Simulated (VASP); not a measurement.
# Al2Cu (P4mm) in VASP: further runs

Runs on Al2Cu. Level: PBEsol. Tasks: single point.

All numbers are computed with VASP 6.6.1; they aren't measurements. Logs are shortened: lines on timing, memory, paths and dates and some standing lists are left out, and cuts for length are marked.

## 1. The cell of the first run

It takes space group P4mm (No. 99, tetragonal). Conventional cell: a = 4.084 Å, b = 4.084 Å, c = 2.846 Å, α = 90.00°, β = 90.00°, γ = 90.00°. Al (site symmetry 2mm) has 4 Cu at 2.33 to 2.67 Å and 6 Al at 2.85 to 2.89 Å within 3.1 Å. Within 3.1 Å of Cu (site symmetry 4mm) lie 8 Al at 2.33 to 2.67 Å and 2 Cu at 2.85 Å.

## 2. Single point, PBEsol (atom 3 (Cu) moved by (+0.000, -0.300) A along [1 1 0] and z)

Contents of INCAR:

```
ALGO = Fast
EDIFF = 1E-6
ENCUT = 520
GGA = PS
ISIF = 2
ISMEAR = 0
LASPH = True
LCHARG = False
LREAL = False
LWAVE = False
NBANDS = 16
NELM = 60
PREC = Accurate
SIGMA = 0.15
```

Contents of KPOINTS:

```
k-points
0
Gamma
  12 12 16
```

Contents of POSCAR:

```
Al2Cu
1.0
    4.0841721965      0.0000000000      0.0000000000
    0.0000000000      4.0841721965      0.0000000000
    0.0000000000      0.0000000000      2.8463947513
Al Cu
2 1
Direct
    0.5000000000      0.0000000000      0.5000000000
    0.0000000000      0.5000000000      0.5000000000
    0.0000000000      0.0000000000     -0.1053964844
```

Potentials or basis: VASP PAW PBE potentials, release 64 (Al, Cu).

Run with:

```bash
> cat potpaw_PBE.64/Al/POTCAR potpaw_PBE.64/Cu/POTCAR > POTCAR
> mpirun -np 1 vasp_std > vasp.out
```

OUTCAR:

```text
EDIFF = 1E-6
   ENCUT = 520
   GGA = PS
   ISIF = 2
   ISMEAR = 0
   LASPH = True
   LREAL = False
   NELM = 60
   PREC = Accurate

 ion  position               nearest neighbor table
   1  0.500  0.000  0.500-   3 2.33   3 2.33   3 2.67   3 2.67   2 2.89   2 2.89   2 2.89   2 2.89

   2  0.000  0.500  0.500-   3 2.33   3 2.33   3 2.67   3 2.67   1 2.89   1 2.89   1 2.89   1 2.89

   3  0.000  0.000  0.895-   1 2.33   2 2.33   2 2.33   1 2.33   2 2.67   1 2.67   1 2.67   2 2.67

  LATTYP: Found a simple tetragonal cell.
 ALAT       =     4.0841721965
 C/A-ratio  =     0.6969330906

  Lattice vectors:

 A1 = (   4.0841721965,   0.0000000000,   0.0000000000)
 A2 = (   0.0000000000,   4.0841721965,   0.0000000000)
 A3 = (   0.0000000000,   0.0000000000,   2.8463947513)

Analysis of symmetry for initial positions (statically):
=====================================================================
 Subroutine PRICEL returns:
 Original cell was already a primitive cell.

 Routine SETGRP: Setting up the symmetry group for a
 simple tetragonal supercell.

 Subroutine GETGRP returns: Found  8 space group operations
 (whereof  8 operations were pure point group operations)
 out of a pool of 16 trial point group operations.

The static configuration has the point symmetry C_4v.

Analysis of symmetry for dynamics (positions and initial velocities):
=====================================================================
 Subroutine PRICEL returns:
 Original cell was already a primitive cell.

 Routine SETGRP: Setting up the symmetry group for a
 simple tetragonal supercell.

 Subroutine GETGRP returns: Found  8 space group operations
 (whereof  8 operations were pure point group operations)
 out of a pool of 16 trial point group operations.

The dynamic configuration has the point symmetry C_4v.

 Subroutine INISYM returns: Found  8 space group operations
 (whereof  8 operations are pure point group operations),
 and found     1 'primitive' translations

----------------------------------------------------------------------------------------

                                     Primitive cell

  volume of cell :      47.4792

  direct lattice vectors                    reciprocal lattice vectors
[... 86 lines left out ...]
   LASPH  =      T    aspherical Exc in radial PAW
   ENCUT  =  520.0 eV  38.22 Ry    6.18 a.u.   7.59  7.59  5.29*2*pi/ulx,y,z
   NELM   =     60;   NELMIN=  2; NELMDL= -5     # of ELM steps
   EDIFF  = 0.1E-05   stopping-criterion for ELM
   LREAL  =      F    real-space projection
   EDIFFG = 0.1E-04   stopping-criterion for IOM
   NSW    =      0    number of steps for IOM
   IBRION =     -1    ionic relax: 0-MD 1-quasi-New 2-CG
   NFREE  =      0    steps in history (QN), initial steepest desc. (CG)
   ISIF   =      2    stress and relaxation
   ISYM   =      2    0-nonsym 1-usesym 2-fastsym
   POTIM  = 0.5000    time-step for ionic-motion
   TEBEG  =    0.0;   TEEND  =   0.0 temperature during run
   PSTRESS=    0.0 pullay stress
   NELECT =      17.0000    total number of electrons
   NUPDOWN=      -1.0000    fix difference up-down
   EMIN   =  10.00;   EMAX   =-10.00  energy-range for DOS
   EFERMI =   0.00;   METHOD = LEGACY
   ISMEAR =     0;   SIGMA  =   0.15  broadening in eV -4-tet -1-fermi 0-gaus
   EFERMI_NEDOS =   21; number of points for ismear=-14 and -15
   IALGO  =     68    algorithm
   IMIX   =      4    mixing-type and parameters
     AMIX     =   0.40;   BMIX     =  1.00
     AMIX_MAG =   1.60;   BMIX_MAG =  1.00
  volume/ion in A,a.u.               =      15.83       106.80
  Fermi-wavevector in a.u.,A,eV,Ry     =   1.162492  2.196792 18.386753  1.351388
  Thomas-Fermi vector in A             =   2.299053
   LORBIT       =      0    0 simple, 1 ext, 2 COOP (PROOUT), +10 PAW based schemes
   GGA     = PS    functional components
   LHFCALC =     F    Hartree Fock is set to
   AEXX    =    0.0000 exact exchange contribution
   IVDW    =     0    specifies the selected vdW correction
   LEPSILON=     F    determine dielectric tensor
   LRPA    =     F    only Hartree local field effects (RPA)
 non-spin polarized calculation
 RMM-DIIS sequential band-by-band and
 Gauss-broadening in eV      SIGMA  =   0.15
  energy-cutoff  :      520.00
  volume of cell :       47.48
 maximum number of plane-waves:      1295
   NGX = 15   NGY = 15   NGZ = 11

 number of electron      16.9999981 magnetization

 Free energy of the ion-electron system (eV)
  ---------------------------------------------------
  ext. energy  EPLUGINS =         0.00000000
  ---------------------------------------------------
  free energy    TOTEN  =       -12.29956408 eV

  energy without entropy =      -12.29012089  energy(sigma->0) =      -12.29484249

 E-fermi :   7.2884     XC(G=0): -10.5811

 val. band max:        7.2633930777   @ k =   0.3333   0.0000   0.2500
 cond. band min:       7.3165082824   @ k =   0.5000   0.0833   0.3125
 fundamental gap:      0.0531152047
 Fermi energy:         7.2883642363

 k-point     1 :       0.0000    0.0000    0.0000
  band No.  band energies     occupation
      1      -3.3674      2.00000
      2       1.6586      2.00000
      3       2.2407      2.00000
      4       2.8311      2.00000
      5       3.0753      2.00000
      6       3.0753      2.00000
[... 433 lines left out ...]
      3       1.5402      2.00000
      4       2.2330      2.00000
      5       2.7563      2.00000
      6       3.0103      2.00000
[... 8 lines left out ...]
     15      17.5440      0.00000
     16      18.6808      0.00000

 [... further k-points ...]

------------------------ aborting loop because EDIFF is reached ----------------------------------------

  FORCE on cell =-STRESS in cart. coord.  units (eV):
  Direction    XX          YY          ZZ          XY          YZ          ZX
  --------------------------------------------------------------------------------------
  -------------------------------------------------------------------------------------
  Total        1.5382991      1.5382991      0.4845058      0.0000000     -0.0000000      0.0000000
  in kB       51.9096555     51.9096555     16.3495690      0.0000000     -0.0000000      0.0000000
  external PRESSURE =      40.0562933 kB  Pullay stress =       0.0000000 kB

 VOLUME and BASIS-vectors are now :
 -----------------------------------------------------------------------------
  energy-cutoff  :      520.00
  volume of cell :       47.48
      direct lattice vectors                 reciprocal lattice vectors
     4.084172196  0.000000000  0.000000000     0.244847659  0.000000000  0.000000000
     0.000000000  4.084172196  0.000000000     0.000000000  0.244847659  0.000000000
     0.000000000  0.000000000  2.846394751     0.000000000  0.000000000  0.351321615

 POSITION                                       TOTAL-FORCE (eV/Angst)
 -----------------------------------------------------------------------------------
      2.04209      0.00000      1.42320        -0.000000      0.000000     -0.901994
      0.00000      2.04209      1.42320         0.000000     -0.000000     -0.901994
      0.00000      0.00000      2.54639         0.000000      0.000000      1.803987
 -----------------------------------------------------------------------------------
    total drift:                               -0.000000     -0.000000      0.000671

  FREE ENERGIE OF THE ION-ELECTRON SYSTEM (eV)
  ---------------------------------------------------
  free  energy   TOTEN  =       -12.2995640807 eV

  energy  without entropy=      -12.2901208894  energy(sigma->0) =      -12.29484249
```

Wall time 86 s (1 thread of Intel Xeon 6975P-C (Granite Rapids), shared host); peak memory 0.29 GiB.

What came out:

| Item | Value |
| --- | --- |
| Free energy | -12.2996 eV |
| Pressure | 4.0 GPa |
| Largest force | 1.804 eV/Å |
| Band gap on the k mesh | zero (an odd number of electrons rules out a gap without spin polarisation) |

Forces in eV/Å, atoms in the order of the input:
```
Al   0.000  0.000 -0.902
Al   0.000  0.000 -0.902
Cu   0.000  0.000  1.804
```

Levels at points of the mesh, in eV from the Fermi level:
| k point | band 6 | band 7 | band 8 | band 9 | band 10 | band 11 | band 12 | band 13 |
| --- | --- | --- | --- | --- | --- | --- | --- | --- |
| (0.00, 0.00, 0.00) | -4.21 | -2.38 | -2.38 | -0.09 | 0.82 | 6.20 | 6.20 | 6.29 |
| (0.50, 0.00, 0.00) | -4.19 | -4.19 | -1.08 | 1.60 | 1.73 | 1.88 | 8.05 | 8.44 |
| (0.50, 0.50, 0.00) | -4.44 | -4.18 | -4.18 | -2.48 | 8.70 | 8.70 | 10.03 | 10.05 |
| (0.00, 0.00, 0.50) | -4.27 | -3.02 | 2.03 | 2.03 | 2.36 | 3.26 | 3.37 | 3.37 |
| (0.50, 0.00, 0.50) | -4.31 | -3.17 | -2.44 | -1.59 | 3.42 | 3.86 | 5.07 | 5.10 |
| (0.50, 0.50, 0.50) | -3.34 | -2.31 | -2.31 | -0.77 | -0.72 | 0.03 | 0.03 | 2.35 |

Caveat: the cell differs from its parent crystal (atom 3 (Cu) moved by (+0.000, -0.300) A along [1 1 0] and z); the cell stands under pressure; the PAW data sets were made with another functional, which shifts forces and pressure a little.

## 3. Single point, PBEsol (atom 3 (Cu) moved by (+0.000, -0.150) A along [1 1 0] and z)

Contents of INCAR:

```
  PREC = Accurate
  ENCUT = 520
  EDIFF = 1E-7
  ISMEAR = 0
  SIGMA = 0.15
  LREAL = F
  LASPH = T
  NELM = 80
  ALGO = Fast
  ISIF = 2
  LWAVE = F
  LCHARG = T
  GGA = PS
  LELF = T
  LVHAR = T
  NBANDS = 16
```

Contents of KPOINTS:

```
regular mesh
0
Gamma
  12 12 16
```

POSCAR: that of step 2 with these lines changed.

```diff
@@ -10,2 +10,2 @@
     0.0000000000      0.5000000000      0.5000000000
-    0.0000000000      0.0000000000     -0.1053964844
+    0.0000000000      0.0000000000     -0.0526982422
```

Potentials or basis: VASP PAW PBE potentials, release 64 (Al, Cu).

Run with:

```bash
> cat potpaw_PBE.64/Al/POTCAR potpaw_PBE.64/Cu/POTCAR > POTCAR
> mpirun -np 1 vasp_std > vasp.out
```

Wall time 1.8 min (1 thread of Intel Xeon 6975P-C (Granite Rapids), shared host); peak memory 0.3 GiB.

Results (log left out):

```yaml
Free_energy: -12.5038 eV
Pressure: 1.1 GPa
Largest_force: 0.913 eV/Å
Band_gap_on_the_k_mesh: zero (an odd number of electrons rules out a gap without spin polarisation)
```

Forces in eV/Å, atoms in the order of the input:
```
Al   0.000  0.000 -0.456
Al   0.000  0.000 -0.456
Cu   0.000  0.000  0.913
```

Stress tensor (GPa, compression positive):
```
1.56 0.00 0.00
0.00 1.56 0.00
0.00 0.00 0.15
```

Levels at points of the mesh, in eV from the Fermi level:
```csv
k point,band 5,band 6,band 7,band 8,band 9,band 10,band 11,band 12,band 13,band 14
"(0.00, 0.00, 0.00)",-4.13,-4.13,-2.43,-2.43,-0.07,0.84,6.20,6.20,6.33,7.07
"(0.50, 0.00, 0.00)",-4.44,-4.15,-4.12,-1.12,1.57,1.72,1.92,7.82,8.40,9.42
"(0.50, 0.50, 0.00)",-4.49,-4.33,-4.14,-4.14,-2.46,8.62,8.62,9.73,10.00,10.20
"(0.00, 0.00, 0.50)",-4.89,-4.17,-3.01,2.36,2.36,2.48,3.04,3.04,3.19,3.98
"(0.50, 0.00, 0.50)",-4.25,-4.23,-3.12,-2.45,-1.62,3.78,3.79,4.72,5.11,6.11
"(0.50, 0.50, 0.50)",-4.04,-3.45,-2.30,-2.30,-0.81,-0.79,0.06,0.06,2.37,11.84
```

Caveat: the cell differs from its parent crystal (atom 3 (Cu) moved by (+0.000, -0.150) A along [1 1 0] and z); the PAW data sets were made with another functional, which shifts forces and pressure a little.
